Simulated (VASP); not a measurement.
# Mo (Im-3m) in VASP: elastic constants with PBE

Aim: the elastic constants of Mo with PBE.

All numbers are computed with VASP 6.6.1; they aren't measurements. Logs are shortened: lines on timing, memory, paths and dates and some standing lists are left out, and cuts for length are marked.

## 1. The cell of the first run

It takes space group Im-3m (No. 229, cubic). Conventional cell: a = 3.025 Å, b = 3.025 Å, c = 3.025 Å, α = 90.00°, β = 90.00°, γ = 90.00°. Mo (site symmetry m-3m) has 14 Mo at 2.62 to 3.02 Å within 3.5 Å.

## 2. Elastic constants, PBE

Input file INCAR:

```
PREC = Accurate ; ENCUT = 600
EDIFF = 1E-8 ; ISMEAR = 1
SIGMA = 0.2 ; LREAL = F
LASPH = T ; NELM = 100
ALGO = Fast ; ISIF = 3
LWAVE = F ; LCHARG = F
GGA = PE ; IBRION = 6
NFREE = 2 ; POTIM = 0.015
NSW = 1
```

Input file KPOINTS:

```
Automatic mesh
0
Gamma
  20 20 20
```

Input file POSCAR:

```
Mo
1.0
   -1.5124796537      1.5124796537      1.5124796537
    1.5124796537     -1.5124796537      1.5124796537
    1.5124796537      1.5124796537     -1.5124796537
Mo
1
Direct
    0.0000000000      0.0000000000      0.0000000000
```

Potentials or basis: VASP PAW PBE potentials, release 64 (Mo_sv).

Command:

```
$ cat potpaw_PBE.64/Mo_sv/POTCAR > POTCAR
$ mpirun -np 1 vasp_std > vasp.out
```

OUTCAR:

```text
PREC = Accurate
   ENCUT = 600
   EDIFF = 1E-8
   ISMEAR = 1
   LREAL = F
   LASPH = T
   NELM = 100
   ISIF = 3
   GGA = PE
   IBRION = 6
   NFREE = 2
   POTIM = 0.015
   NSW = 1

 ion  position               nearest neighbor table
   1  0.000  0.000  0.000-

  LATTYP: Found a body centered cubic cell.
 ALAT       =     3.0249593074

  Lattice vectors:

 A1 = (  -1.5124796537,   1.5124796537,   1.5124796537)
 A2 = (   1.5124796537,  -1.5124796537,   1.5124796537)
 A3 = (   1.5124796537,   1.5124796537,  -1.5124796537)

Analysis of symmetry for initial positions (statically):
=====================================================================
 Subroutine PRICEL returns:
 Original cell was already a primitive cell.

 Routine SETGRP: Setting up the symmetry group for a
 body centered cubic supercell.

 Subroutine GETGRP returns: Found 48 space group operations
 (whereof 48 operations were pure point group operations)
 out of a pool of 48 trial point group operations.

The static configuration has the point symmetry O_h .

Analysis of symmetry for dynamics (positions and initial velocities):
=====================================================================
 Subroutine PRICEL returns:
 Original cell was already a primitive cell.

 Routine SETGRP: Setting up the symmetry group for a
 body centered cubic supercell.

 Subroutine GETGRP returns: Found 48 space group operations
 (whereof 48 operations were pure point group operations)
 out of a pool of 48 trial point group operations.

The dynamic configuration has the point symmetry O_h .

 Subroutine INISYM returns: Found 48 space group operations
 (whereof 48 operations are pure point group operations),
 and found     1 'primitive' translations

----------------------------------------------------------------------------------------

                                     Primitive cell

  volume of cell :      13.8398

  direct lattice vectors                    reciprocal lattice vectors
    -1.512479654  1.512479654  1.512479654     0.000000000  0.330582959  0.330582959
     1.512479654 -1.512479654  1.512479654     0.330582959  0.000000000  0.330582959
     1.512479654  1.512479654 -1.512479654     0.330582959  0.330582959  0.000000000

  length of vectors
     2.619691606  2.619691606  2.619691606     0.467514905  0.467514905  0.467514905

  position of ions in fractional coordinates (direct lattice)
     0.000000000  0.000000000  0.000000000

  ion indices of the primitive-cell ions
   primitive index   ion index
                 1           1

----------------------------------------------------------------------------------------

 KPOINTS: Automatic mesh

Automatic generation of k-mesh.
 Grid dimensions read from file:
 generate k-points for:   20   20   20

 Generating k-lattice:

  Cartesian coordinates                     Fractional coordinates (reciprocal lattice)
     0.000000000  0.016529148  0.016529148     0.050000000  0.000000000  0.000000000
     0.016529148  0.000000000  0.016529148     0.000000000  0.050000000  0.000000000
     0.016529148  0.016529148  0.000000000     0.000000000  0.000000000  0.050000000

  Length of vectors
     0.023375745  0.023375745  0.023375745

  Shift w.r.t. Gamma in fractional coordinates (k-lattice)
     0.000000000  0.000000000  0.000000000

 Subroutine IBZKPT returns following result:
 ===========================================

 Found    256 irreducible k-points:

 Following reciprocal coordinates:
            Coordinates               Weight
  0.000000  0.000000  0.000000      1.000000
  0.050000  0.000000  0.000000     12.000000
  0.100000  0.000000  0.000000     12.000000
  0.150000  0.000000  0.000000     12.000000
  0.200000  0.000000  0.000000     12.000000
  0.250000  0.000000  0.000000     12.000000
[... 16 lines left out ...]
  0.200000  0.100000  0.000000     48.000000
  0.250000  0.100000  0.000000     48.000000
 [... further k-points ...]
   k-points           NKPTS =    256   k-points in BZ     NKDIM =    256   number of bands    NBANDS=     11
   number of dos      NEDOS =    301   number of ions     NIONS =      1
   total plane-waves  NPLWV =  13824
[... 28 lines left out ...]
   EMIN   =  10.00;   EMAX   =-10.00  energy-range for DOS
   EFERMI =   0.00;   METHOD = LEGACY
   ISMEAR =     1;   SIGMA  =   0.20  broadening in eV -4-tet -1-fermi 0-gaus
   EFERMI_NEDOS =   21; number of points for ismear=-14 and -15
   IALGO  =     68    algorithm
   IMIX   =      4    mixing-type and parameters
     AMIX     =   0.40;   BMIX     =  1.00
     AMIX_MAG =   1.60;   BMIX_MAG =  1.00
  volume/ion in A,a.u.               =      13.84        93.40
  Fermi-wavevector in a.u.,A,eV,Ry     =   1.643393  3.105562 36.745784  2.700739
  Thomas-Fermi vector in A             =   2.733534
   LORBIT       =      0    0 simple, 1 ext, 2 COOP (PROOUT), +10 PAW based schemes
   GGA     = PE    functional components
   LHFCALC =     F    Hartree Fock is set to
   AEXX    =    0.0000 exact exchange contribution
   IVDW    =     0    specifies the selected vdW correction
   LEPSILON=     F    determine dielectric tensor
   LRPA    =     F    only Hartree local field effects (RPA)
 finite differences with symmetry
 non-spin polarized calculation
 RMM-DIIS sequential band-by-band and
 Methfessel and Paxton  Order N= 1 SIGMA  =   0.20
  energy-cutoff  :      600.00
  volume of cell :       13.84
 maximum number of plane-waves:       476
 NGX is ok and might be reduce to    24
   NGX = 11   NGY = 11   NGZ = 11

--------------------------------------- Ionic step        1  -------------------------------------------

 number of electron      14.0000002 magnetization

 Free energy of the ion-electron system (eV)
  ---------------------------------------------------
  ext. energy  EPLUGINS =         0.00000000
  ---------------------------------------------------
  free energy    TOTEN  =       -10.68243707 eV

  energy without entropy =      -10.68216675  energy(sigma->0) =      -10.68234697

------------------------ aborting loop because EDIFF is reached ----------------------------------------

  FORCE on cell =-STRESS in cart. coord.  units (eV):
  Direction    XX          YY          ZZ          XY          YZ          ZX
  --------------------------------------------------------------------------------------
  -------------------------------------------------------------------------------------
  Total        3.9555177      3.9555177      3.9555177      0.0000000     -0.0000000     -0.0000000
  in kB      457.9154569    457.9154569    457.9154569      0.0000000     -0.0000000     -0.0000000
  external PRESSURE =     457.9154569 kB  Pullay stress =       0.0000000 kB
[... 86 lines left out ...]
  FREE ENERGIE OF THE ION-ELECTRON SYSTEM (eV)
  ---------------------------------------------------
  free  energy   TOTEN  =       -10.6161833037 eV

  energy  without entropy=      -10.6162030210  energy(sigma->0) =      -10.61618988

[... ionic steps 4 to 12 ...]

--------------------------------------- Ionic step       13  -------------------------------------------

 number of electron      14.0000001 magnetization

------------------------ aborting loop because EDIFF is reached ----------------------------------------
[... 65 lines left out ...]
--------------------------------------- Ionic step       15  -------------------------------------------

 number of electron      14.0000001 magnetization

 Free energy of the ion-electron system (eV)
  ---------------------------------------------------
  ext. energy  EPLUGINS =         0.00000000
  ---------------------------------------------------
  free energy    TOTEN  =       -10.68243615 eV

  energy without entropy =      -10.68216581  energy(sigma->0) =      -10.68234604

 E-fermi :  14.7096     XC(G=0): -14.0903

 val. band max:       14.7069858132   @ k =   0.3500   0.0500  -0.0000
 cond. band min:      14.7130203299   @ k =  -0.3000   0.3500   0.1500
 fundamental gap:      0.0060345168
 Fermi energy:        14.7096186955

 k-point     1 :       0.0000    0.0000    0.0000
  band No.  band energies     occupation
      1     -46.6821      2.00000
      2     -19.6039      2.00000
      3     -19.6039      2.00000
      4     -19.6039      2.00000
      5       7.0706      2.00000
      6      13.0315      2.00000
      7      13.0315      2.00000
      8      13.0315      2.00000
      9      16.5347     -0.00000
     10      16.5347     -0.00000
     11      29.6359      0.00000
[... 309 lines left out ...]
 k-point    24 :       0.2500    0.1000    0.0000
  band No.  band energies     occupation
      1     -46.3874      2.00000
      2     -20.9936      2.00000
      3     -20.0546      2.00000
      4     -19.6900      2.00000
      5       9.5181      2.00000
      6      11.3852      2.00000
      7      12.9246      2.00000
      8      15.8167     -0.00000
      9      17.1796     -0.00000
     10      17.7357     -0.00000
     11      29.6041      0.00000

 [... further k-points ...]

------------------------ aborting loop because EDIFF is reached ----------------------------------------

  FORCE on cell =-STRESS in cart. coord.  units (eV):
  Direction    XX          YY          ZZ          XY          YZ          ZX
  --------------------------------------------------------------------------------------
  -------------------------------------------------------------------------------------
  Total        3.9551639      3.9551639      3.9551639     -0.0000000     -0.0000000      0.0000000
  in kB      457.8744949    457.8744949    457.8744949     -0.0000000     -0.0000000      0.0000000
  external PRESSURE =     457.8744949 kB  Pullay stress =       0.0000000 kB
[... 16 lines left out ...]
  FREE ENERGIE OF THE ION-ELECTRON SYSTEM (eV)
  ---------------------------------------------------
  free  energy   TOTEN  =       -10.6824361481 eV

  energy  without entropy=      -10.6821658111  energy(sigma->0) =      -10.68234604

 INTERNAL STRAIN TENSORS FROM STRAINED CELLS
 ============================================

 INTERNAL STRAIN TENSOR FOR ION    1 for displacements in x,y,z  (eV/Angst):
          X           Y           Z          XY          YZ          ZX
  --------------------------------------------------------------------------------
  x    -0.00000    -0.00000    -0.00000    -0.00000    -0.00000    -0.00000
  y    -0.00000    -0.00000     0.00000     0.00000     0.00000    -0.00000
  z     0.00000    -0.00000    -0.00000    -0.00000     0.00000     0.00000

 INTERNAL STRAIN TENSORS FROM DISPLACED ATOMS
 ============================================

 INTERNAL STRAIN TENSOR FOR ION    1 for displacements in x,y,z  (eV/Angst):
          X           Y           Z          XY          YZ          ZX
  --------------------------------------------------------------------------------
  x     0.00000     0.00000     0.00000     0.00000     0.00000     0.00000
  y     0.00000     0.00000     0.00000     0.00000     0.00000     0.00000
  z     0.00000     0.00000     0.00000     0.00000     0.00000     0.00000

 Eigenvectors and eigenvalues of the dynamical matrix
 ----------------------------------------------------

   1 f  =    0.000000 THz     0.000000 2PiTHz    0.000000 cm-1     0.000000 meV
             X         Y         Z           dx          dy          dz
      0.000000  0.000000  0.000000     0.000000    0.000000    1.000000

   2 f  =    0.000000 THz     0.000000 2PiTHz    0.000000 cm-1     0.000000 meV
             X         Y         Z           dx          dy          dz
      0.000000  0.000000  0.000000    -0.959416    0.281994    0.000000

   3 f  =    0.000000 THz     0.000000 2PiTHz    0.000000 cm-1     0.000000 meV
             X         Y         Z           dx          dy          dz
      0.000000  0.000000  0.000000     0.281994    0.959416    0.000000

--------------------------------------------------------------------------------------------------------

 ELASTIC MODULI CONTR FROM IONIC RELAXATION (kBar)
 Direction    XX          YY          ZZ          XY          YZ          ZX
 --------------------------------------------------------------------------------
 XX           0.0000      0.0000      0.0000      0.0000      0.0000      0.0000
 YY           0.0000      0.0000      0.0000      0.0000      0.0000      0.0000
 ZZ           0.0000      0.0000      0.0000      0.0000      0.0000      0.0000
 XY           0.0000      0.0000      0.0000      0.0000      0.0000      0.0000
 YZ           0.0000      0.0000      0.0000      0.0000      0.0000      0.0000
 ZX           0.0000      0.0000      0.0000      0.0000      0.0000      0.0000
 --------------------------------------------------------------------------------

 TOTAL ELASTIC MODULI (kBar)
 Direction    XX          YY          ZZ          XY          YZ          ZX
 --------------------------------------------------------------------------------
 XX        6485.1723   2587.1217   2587.1217     -0.0000     -0.0000     -0.0000
 YY        2587.1217   6485.1723   2587.1217     -0.0000      0.0000      0.0000
 ZZ        2587.1217   2587.1217   6485.1723     -0.0000      0.0000     -0.0000
 XY          -0.0000     -0.0000     -0.0000   1538.7926     -0.0000      0.0000
 YZ          -0.0000      0.0000      0.0000     -0.0000   1538.7926      0.0000
 ZX          -0.0000      0.0000     -0.0000      0.0000      0.0000   1538.7926
 --------------------------------------------------------------------------------
```

It took 31 min on 1 thread of AMD EPYC 9R45 (Zen 5), shared host; peak memory 0.72 GiB.

Results:

```
Elastic constants C11, C12, C44 : 649, 259, 154 GPa
Voigt bulk modulus              : 389 GPa
```

Elastic tensor in Voigt notation (GPa, in the Cartesian axes of the cell as first typed):
```
649 259 259   0   0   0
259 649 259   0   0   0
259 259 649   0   0   0
  0   0   0 154   0   0
  0   0   0   0 154   0
  0   0   0   0   0 154
```

Clamped-ion elastic tensor (GPa):
```
649 259 259   0   0   0
259 649 259   0   0   0
259 259 649   0   0   0
  0   0   0 154   0   0
  0   0   0   0 154   0
  0   0   0   0   0 154
```

Caveat: the cell is under stress, which shifts elastic constants.
